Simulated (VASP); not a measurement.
# Rb3Mg (I4/mmm) in VASP: a series of runs

Rb3Mg is run at these levels: PBE; tasks: single point.

Everything below comes from runs of VASP 6.6.1. Logs are shortened: lines on timing, memory, paths and dates and some standing lists are left out, and cuts for length are marked.

## Step 1: The cell of the first run

Symmetry: I4/mmm, No. 139, tetragonal system. The conventional cell has a = 6.278 Å, b = 6.278 Å, c = 12.036 Å, α = 90.00°, β = 90.00°, γ = 90.00°. Within 5.7 Å of Rb (site symmetry 4/mmm) lie 8 Rb at 4.35 Å and 4 Mg at 4.44 Å. Within 5.7 Å of Rb (site symmetry -4m2) lie 8 Rb at 4.35 to 4.44 Å and 4 Mg at 4.35 Å. Mg (site symmetry 4/mmm) has 12 Rb at 4.35 to 4.44 Å within 5.7 Å.

## Step 2: Single point, PBE

INCAR reads:

```
SYSTEM = Rb3Mg
PREC     = Accurate       ! precision mode
ENCUT    = 520            ! plane-wave cutoff, eV
EDIFF    = 1E-7           ! SCF threshold, eV
ISMEAR   = -1             ! smearing method
SIGMA    = 0.1            ! smearing width, eV
LREAL    = .False.        ! projectors in reciprocal space
LASPH    = .True.         ! aspherical terms in the spheres
NELM     = 100            ! most SCF steps
ALGO     = Normal         ! electronic algorithm
ISIF     = 2              ! what is computed and relaxed
LWAVE    = .False.        ! write WAVECAR
LCHARG   = .False.        ! write CHGCAR
GGA      = PE             ! functional
NBANDS   = 22             ! bands
```

KPOINTS reads:

```
Automatic mesh
0
Gamma
  5 5 5
  0 0 0
```

POSCAR reads:

```
Rb3Mg
1.0
   -3.1388038234      3.1388038234      6.0179653338
    3.1388038234     -3.1388038234      6.0179653338
    3.1388038234      3.1388038234     -6.0179653338
Rb Mg
3 1
Direct
    0.5000000000      0.5000000000      0.0000000000
    0.7500000000      0.2500000000      0.5000000000
    0.2500000000      0.7500000000      0.5000000000
    0.0000000000      0.0000000000      0.0000000000
```

Potentials or basis: VASP PAW PBE potentials, release 64 (Rb_sv, Mg).

On the command line:

```bash
> cat potpaw_PBE.64/Rb_sv/POTCAR potpaw_PBE.64/Mg/POTCAR > POTCAR
> mpirun -np 1 vasp_std > vasp.out
```

OUTCAR:

```text
SYSTEM = Rb3Mg
   PREC = Accurate
   ENCUT = 520
   EDIFF = 1E-7
   ISMEAR = -1
   LREAL = .False.
   LASPH = .True.
   NELM = 100
   ISIF = 2
   GGA = PE

 ion  position               nearest neighbor table
   1  0.500  0.500  0.000-   3 4.35   2 4.35   2 4.35   3 4.35   2 4.35   3 4.35   3 4.35   2 4.35
                             4 4.44   4 4.44   4 4.44   4 4.44
   2  0.750  0.250  0.500-   1 4.35   4 4.35   1 4.35   4 4.35   1 4.35   4 4.35   1 4.35   4 4.35
                             3 4.44   3 4.44   3 4.44   3 4.44
   3  0.250  0.750  0.500-   4 4.35   1 4.35   1 4.35   4 4.35   1 4.35   4 4.35   4 4.35   1 4.35
                             2 4.44   2 4.44   2 4.44   2 4.44
   4  0.000  0.000  0.000-   2 4.35   3 4.35   2 4.35   3 4.35   2 4.35   3 4.35   2 4.35   3 4.35
                             1 4.44   1 4.44   1 4.44   1 4.44

  LATTYP: Found a body centered tetragonal cell.
 ALAT       =     6.2776076468
 C/A-ratio  =     1.9172798532

  Lattice vectors:

 A1 = (  -3.1388038234,   3.1388038234,   6.0179653338)
 A2 = (   3.1388038234,  -3.1388038234,   6.0179653338)
 A3 = (   3.1388038234,   3.1388038234,  -6.0179653338)

Analysis of symmetry for initial positions (statically):
=====================================================================
 Subroutine PRICEL returns:
 Original cell was already a primitive cell.

 Routine SETGRP: Setting up the symmetry group for a
 body centered tetragonal supercell.

 Subroutine GETGRP returns: Found 16 space group operations
 (whereof 16 operations were pure point group operations)
 out of a pool of 16 trial point group operations.

The static configuration has the point symmetry D_4h.

Analysis of symmetry for dynamics (positions and initial velocities):
=====================================================================
 Subroutine PRICEL returns:
 Original cell was already a primitive cell.

 Routine SETGRP: Setting up the symmetry group for a
 body centered tetragonal supercell.

 Subroutine GETGRP returns: Found 16 space group operations
 (whereof 16 operations were pure point group operations)
 out of a pool of 16 trial point group operations.

The dynamic configuration has the point symmetry D_4h.

 Subroutine INISYM returns: Found 16 space group operations
 (whereof 16 operations are pure point group operations),
 and found     1 'primitive' translations

----------------------------------------------------------------------------------------

                                     Primitive cell

  volume of cell :     237.1581

  direct lattice vectors                    reciprocal lattice vectors
    -3.138803823  3.138803823  6.017965334     0.000000000  0.159296352  0.083084560
     3.138803823 -3.138803823  6.017965334     0.159296352  0.000000000  0.083084560
     3.138803823  3.138803823 -6.017965334     0.159296352  0.159296352  0.000000000

  length of vectors
     7.477973365  7.477973365  7.477973365     0.179661827  0.179661827  0.225279062

  position of ions in fractional coordinates (direct lattice)
     0.500000000  0.500000000  0.000000000
     0.750000000  0.250000000  0.500000000
     0.250000000  0.750000000  0.500000000
     0.000000000  0.000000000  0.000000000

  ion indices of the primitive-cell ions
   primitive index   ion index
                 1           1
                 2           2
                 3           3
                 4           4

----------------------------------------------------------------------------------------

 KPOINTS: Automatic mesh

Automatic generation of k-mesh.
 Grid dimensions read from file:
 generate k-points for:    5    5    5

 Generating k-lattice:

  Cartesian coordinates                     Fractional coordinates (reciprocal lattice)
     0.000000000  0.031859270  0.016616912     0.200000000  0.000000000  0.000000000
     0.031859270  0.000000000  0.016616912     0.000000000  0.200000000  0.000000000
     0.031859270  0.031859270  0.000000000     0.000000000  0.000000000  0.200000000

  Length of vectors
     0.035932365  0.035932365  0.045055812

  Shift w.r.t. Gamma in fractional coordinates (k-lattice)
     0.000000000  0.000000000  0.000000000

 Subroutine IBZKPT returns following result:
 ===========================================

 Found     18 irreducible k-points:

 Following reciprocal coordinates:
            Coordinates               Weight
  0.000000  0.000000  0.000000      1.000000
  0.200000  0.000000  0.000000      8.000000
  0.400000 -0.000000  0.000000      8.000000
  0.200000  0.200000  0.000000      8.000000
  0.400000  0.200000  0.000000     16.000000
 -0.400000  0.200000 -0.000000     16.000000
[... 10 lines left out ...]
 -0.400000  0.400000  0.400000      4.000000
 -0.400000 -0.400000  0.400000      2.000000
   k-points           NKPTS =     18   k-points in BZ     NKDIM =     18   number of bands    NBANDS=     22
   number of dos      NEDOS =    301   number of ions     NIONS =      4
   total plane-waves  NPLWV = 175616
   dimension x,y,z NGX =    56 NGY =   56 NGZ =   56
   dimension x,y,z NGXF=   112 NGYF=  112 NGZF=  112
   ions per type =               3   1
   NGX,Y,Z   is equivalent  to a cutoff of  12.45, 12.45, 12.45 a.u.
   NGXF,Y,Z  is equivalent  to a cutoff of  24.90, 24.90, 24.90 a.u.
 SYSTEM =  Rb3Mg
   PREC   = accura    normal or accurate (medium, high low for compatibility)
   ISTART =      0    job   : 0-new  1-cont  2-samecut
   ICHARG =      2    charge: 1-file 2-atom 10-const
   ISPIN  =      1    spin polarized calculation?
   LNONCOLLINEAR =      F non collinear calculations
   LSORBIT =      F    spin-orbit coupling
   LASPH  =      T    aspherical Exc in radial PAW
   ENCUT  =  520.0 eV  38.22 Ry    6.18 a.u.  13.90 13.90 13.90*2*pi/ulx,y,z
   NELM   =    100;   NELMIN=  2; NELMDL= -5     # of ELM steps
   EDIFF  = 0.1E-06   stopping-criterion for ELM
   LREAL  =      F    real-space projection
   EDIFFG = 0.1E-05   stopping-criterion for IOM
   NSW    =      0    number of steps for IOM
   IBRION =     -1    ionic relax: 0-MD 1-quasi-New 2-CG
   NFREE  =      0    steps in history (QN), initial steepest desc. (CG)
   ISIF   =      2    stress and relaxation
   ISYM   =      2    0-nonsym 1-usesym 2-fastsym
   POTIM  = 0.5000    time-step for ionic-motion
   TEBEG  =    0.0;   TEEND  =   0.0 temperature during run
   PSTRESS=    0.0 pullay stress
   NELECT =      29.0000    total number of electrons
   NUPDOWN=      -1.0000    fix difference up-down
   EMIN   =  10.00;   EMAX   =-10.00  energy-range for DOS
   EFERMI =   0.00;   METHOD = LEGACY
   ISMEAR =    -1;   SIGMA  =   0.10  broadening in eV -4-tet -1-fermi 0-gaus
   EFERMI_NEDOS =   21; number of points for ismear=-14 and -15
   IALGO  =     38    algorithm
   IMIX   =      4    mixing-type and parameters
     AMIX     =   0.40;   BMIX     =  1.00
     AMIX_MAG =   1.60;   BMIX_MAG =  1.00
  volume/ion in A,a.u.               =      59.29       400.11
  Fermi-wavevector in a.u.,A,eV,Ry     =   0.812571  1.535537  8.983548  0.660272
  Thomas-Fermi vector in A             =   1.922138
   LORBIT       =      0    0 simple, 1 ext, 2 COOP (PROOUT), +10 PAW based schemes
   GGA     = PE    functional components
   LHFCALC =     F    Hartree Fock is set to
   AEXX    =    0.0000 exact exchange contribution
   IVDW    =     0    specifies the selected vdW correction
   LEPSILON=     F    determine dielectric tensor
   LRPA    =     F    only Hartree local field effects (RPA)
 non-spin polarized calculation
  energy-cutoff  :      520.00
  volume of cell :      237.16
 maximum number of plane-waves:      6410
   NGX = 27   NGY = 27   NGZ = 27

 number of electron      29.0000000 magnetization

 Free energy of the ion-electron system (eV)
  ---------------------------------------------------
  ext. energy  EPLUGINS =         0.00000000
  ---------------------------------------------------
  free energy    TOTEN  =        -3.64311974 eV

  energy without entropy =       -3.53972719  energy(sigma->0) =       -3.59142346

 E-fermi :   0.7243     XC(G=0):  -6.4102

 val. band max:        0.7030742662   @ k =  -0.2000   0.2000   0.2000
 cond. band min:       0.7520119757   @ k =  -0.2000  -0.4000   0.2000
 fundamental gap:      0.0489377095
 Fermi energy:         0.7243112561

 k-point     1 :       0.0000    0.0000    0.0000
  band No.  band energies     occupation
      1     -28.0730      2.00000
      2     -27.9559      2.00000
      3     -27.9424      2.00000
      4     -12.2928      2.00000
      5     -12.1659      2.00000
      6     -12.1659      2.00000
[... 14 lines left out ...]
     21       2.7791      0.00000
     22       3.1174      0.00000

 k-point     2 :       0.2000    0.0000    0.0000
  band No.  band energies     occupation
      1     -28.0726      2.00000
      2     -27.9549      2.00000
      3     -27.9438      2.00000
      4     -12.2908      2.00000
      5     -12.1843      2.00000
      6     -12.1794      2.00000
[... 14 lines left out ...]
     21       3.0135      0.00000
     22       3.1203      0.00000

 k-point     3 :       0.4000   -0.0000    0.0000
  band No.  band energies     occupation
      1     -28.0719      2.00000
      2     -27.9519      2.00000
      3     -27.9475      2.00000
      4     -12.2830      2.00000
      5     -12.1969      2.00000
      6     -12.1879      2.00000
[... 14 lines left out ...]
     21       3.1883      0.00000
     22       3.5312      0.00000
[... 326 lines left out ...]
 k-point    17 :      -0.4000    0.4000    0.4000
  band No.  band energies     occupation
      1     -28.0714      2.00000
      2     -27.9561      2.00000
      3     -27.9439      2.00000
      4     -12.2438      2.00000
      5     -12.2241      2.00000
      6     -12.2230      2.00000
[... 14 lines left out ...]
     21       3.4064      0.00000
     22       3.7988      0.00000

 k-point    18 :      -0.4000   -0.4000    0.4000
  band No.  band energies     occupation
      1     -28.0716      2.00000
      2     -27.9574      2.00000
      3     -27.9424      2.00000
      4     -12.2411      2.00000
      5     -12.2294      2.00000
      6     -12.2294      2.00000
[... 14 lines left out ...]
     21       3.2663      0.00000
     22       3.7925      0.00000

------------------------ aborting loop because EDIFF is reached ----------------------------------------

  FORCE on cell =-STRESS in cart. coord.  units (eV):
  Direction    XX          YY          ZZ          XY          YZ          ZX
  --------------------------------------------------------------------------------------
  -------------------------------------------------------------------------------------
  Total        0.7216602      0.7216602      0.5478725      0.0000000      0.0000000      0.0000000
  in kB        4.8753449      4.8753449      3.7012808      0.0000000      0.0000000      0.0000000
  external PRESSURE =       4.4839902 kB  Pullay stress =       0.0000000 kB

 VOLUME and BASIS-vectors are now :
 -----------------------------------------------------------------------------
  energy-cutoff  :      520.00
  volume of cell :      237.16
      direct lattice vectors                 reciprocal lattice vectors
    -3.138803823  3.138803823  6.017965334     0.000000000  0.159296352  0.083084560
     3.138803823 -3.138803823  6.017965334     0.159296352  0.000000000  0.083084560
     3.138803823  3.138803823 -6.017965334     0.159296352  0.159296352  0.000000000

 POSITION                                       TOTAL-FORCE (eV/Angst)
 -----------------------------------------------------------------------------------
      0.00000      0.00000      6.01797         0.000000      0.000000     -0.000000
      0.00000      3.13880      3.00898        -0.000000     -0.000000      0.000000
      3.13880      0.00000      3.00898        -0.000000      0.000000     -0.000000
      0.00000      0.00000      0.00000         0.000000      0.000000     -0.000000
 -----------------------------------------------------------------------------------
    total drift:                               -0.000000     -0.000000      0.000000

  FREE ENERGIE OF THE ION-ELECTRON SYSTEM (eV)
  ---------------------------------------------------
  free  energy   TOTEN  =        -3.6431197351 eV

  energy  without entropy=       -3.5397271940  energy(sigma->0) =       -3.59142346
```

Wall time 1.9 min (1 thread of Intel Xeon Platinum 8488C (Sapphire Rapids), shared host); peak memory 0.45 GiB.

Results:

- Free energy: -3.6431 eV
- Pressure: 0.4 GPa
- Band gap on the k mesh: zero (an odd number of electrons rules out a gap without spin polarisation)

## Step 3: Single point, PBE

This run uses another cell than the first one, of 61.01 Å³/atom.

INCAR reads:

```
  PREC = Accurate
  ENCUT = 520
  EDIFF = 1E-6
  ISMEAR = -1
  SIGMA = 0.1
  LREAL = False
  LASPH = True
  NELM = 100
  ALGO = Normal
  ISIF = 2
  LWAVE = False
  LCHARG = False
  GGA = PE
  NBANDS = 22
```

KPOINTS reads:

```
regular mesh
0
Gamma
  5 5 5
```

POSCAR reads:

```
Rb3Mg
1.0
   -3.1688420488      3.1688420488      6.0755570182
    3.1688420488     -3.1688420488      6.0755570182
    3.1688420488      3.1688420488     -6.0755570182
Rb Mg
3 1
Direct
    0.5000000000      0.5000000000      0.0000000000
    0.7500000000      0.2500000000      0.5000000000
    0.2500000000      0.7500000000      0.5000000000
    0.0000000000      0.0000000000      0.0000000000
```

Potentials or basis: VASP PAW PBE potentials, release 64 (Rb_sv, Mg).

On the command line:

```bash
> cat potpaw_PBE.64/Rb_sv/POTCAR potpaw_PBE.64/Mg/POTCAR > POTCAR
> mpirun -np 1 vasp_std > vasp.out
```

Wall time 1.7 min (1 thread of Intel Xeon Platinum 8488C (Sapphire Rapids), shared host); peak memory 0.45 GiB.

Results (log left out):

```yaml
Free_energy: -3.6590 eV
Pressure: 0.3 GPa
Band_gap_on_the_k_mesh: zero (an odd number of electrons rules out a gap without spin polarisation)
```

Stress tensor (GPa, compression positive):
```
0.33 0.00 0.00
0.00 0.33 0.00
0.00 0.00 0.22
```

Levels at points of the mesh, in eV from the Fermi level:
```
           k point  band 12  band 13  band 14  band 15  band 16  band 17
(0.00, 0.00, 0.00)   -12.72    -3.17     0.25     0.48     0.86     0.86
```

## Step 4: Single point, PBE

This run uses another cell than the first one, of 62.73 Å³/atom.

INCAR reads:

```
SYSTEM = Rb3Mg
ALGO = Normal
EDIFF = 1E-7
ENCUT = 520
GGA = PE
ISIF = 2
ISMEAR = -1
LASPH = .TRUE.
LCHARG = .FALSE.
LREAL = .FALSE.
LWAVE = .FALSE.
NBANDS = 22
NELM = 100
PREC = Accurate
SIGMA = 0.1
```

KPOINTS reads:

```
k-points
0
G
  5 5 5
  0 0 0
```

POSCAR reads:

```
Rb3Mg
1.0
   -3.1983213421      3.1983213421      6.1320770733
    3.1983213421     -3.1983213421      6.1320770733
    3.1983213421      3.1983213421     -6.1320770733
Rb Mg
3 1
Direct
    0.5000000000      0.5000000000      0.0000000000
    0.7500000000      0.2500000000      0.5000000000
    0.2500000000      0.7500000000      0.5000000000
    0.0000000000      0.0000000000      0.0000000000
```

On the command line:

```bash
> cat potpaw_PBE.64/Rb_sv/POTCAR potpaw_PBE.64/Mg/POTCAR > POTCAR
> mpirun -np 1 vasp_std > vasp.out
```

Run time: 2.1 min. Hardware: 1 thread of Intel Xeon Platinum 8488C (Sapphire Rapids), shared host; peak memory 0.51 GiB.

The run converged. Its results:

| Quantity | Value |
| --- | --- |
| Free energy | -3.6686 eV |
| Pressure | 0.2 GPa |
| Band gap on the k mesh | zero (an odd number of electrons rules out a gap without spin polarisation) |

Stress tensor (GPa, compression positive):
```
0.18 0.00 0.00
0.00 0.18 0.00
0.00 0.00 0.09
```

Levels at points of the mesh, in eV from the Fermi level:
```tsv
k point	band 10	band 11	band 12	band 13	band 14	band 15	band 16	band 17	band 18	band 19
(0.00, 0.00, 0.00)	-12.75	-12.73	-12.73	-3.13	0.24	0.50	0.86	0.86	1.75	1.85
```

## Step 5: The runs side by side

```csv
cell,gap on the mesh (eV),pressure (GPa)
"a = 7.478 Å, angles 130.4, 130.4, 72.8°, 4 atoms",none,0.4
"a = 7.550 Å, angles 130.4, 130.4, 72.8°, 4 atoms",none,0.3
"a = 7.620 Å, angles 130.4, 130.4, 72.8°, 4 atoms",none,0.2
```

Alike in all rows: task single point; level PBE; potentials or basis VASP PAW PBE potentials, release 64 (Rb_sv, Mg); no spin polarisation; k mesh 5 × 5 × 5; cutoff (eV) 520; smearing fermi-dirac 0.1 eV.

Total energies depend on the potentials used, so only differences within one code and one set of settings carry meaning.

The gap in the log of VASP goes by the Fermi energy; the results here count the filled bands.